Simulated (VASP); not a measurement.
## SnSe2: single point with PBEsol

Crystal: SnSe2.

```
Sn Se
1.0
     3.70654    0.00000    0.00000
    -1.85327    3.20995    0.00000
     0.00000    0.00000    5.96781
Sn Se
1 2
Direct
  0.00000 0.00000 0.00000
  0.33333 0.66667 0.24900
  0.66667 0.33333 0.75100
```

```json
{"Program": "VASP 6.6.1", "Task": "single point", "Functional": "PBEsol", "Potentials or basis": "VASP PAW PBE potentials, release 64 (Sn_d, Se)", "Cutoff": "520 eV", "k mesh": "12 × 12 × 4", "Occupations": "gaussian, width 0.01 eV", "Spin": "no spin polarisation"}
```

The pressure is 10.4 GPa and the largest force is 1.572 eV/Å. The band gap on the k mesh is 0.78 eV, indirect (least direct gap 1.38 eV).

Forces on the atoms (eV/Å):
```
Sn   0.000  0.000  0.000
Se   0.000  0.000  1.572
Se   0.000  0.000 -1.572
```

Stress tensor (GPa, compression positive):
```
 9.84  0.00  0.00
 0.00  9.84  0.00
 0.00  0.00 11.49
```

Levels at points of the mesh, in eV from the valence-band top:
```
           k point  band 9  band 10  band 11  band 12  band 13  band 14  band 15  band 16  band 17  band 18
(0.00, 0.00, 0.00)   -0.84    -0.84    -0.48    -0.48    -0.01     1.38     2.83     4.70     4.70     8.08
(0.50, 0.00, 0.00)   -5.05    -3.32    -3.08    -1.47    -0.38     1.14     3.72     5.23     5.58     7.64
(0.00, 0.00, 0.50)   -2.44    -0.94    -0.94    -0.30    -0.30     2.77     2.89     4.37     4.37     8.21
(0.50, 0.00, 0.50)   -5.56    -2.89    -2.22    -1.03    -0.83     0.90     4.13     4.69     5.57     6.66
```

Wall time 110 s on 1 thread of Intel Xeon 6975P-C (shared host), peak memory 0.24 GiB.

Caveat: the PAW data sets were made with another functional, which shifts forces and pressure a little; spin-orbit coupling is left out, which moves the levels of the heavy elements; this functional lacks dispersion, which binds the layers, so the pressure and a relaxed spacing across them are unreliable. A k mesh can miss the band edges.
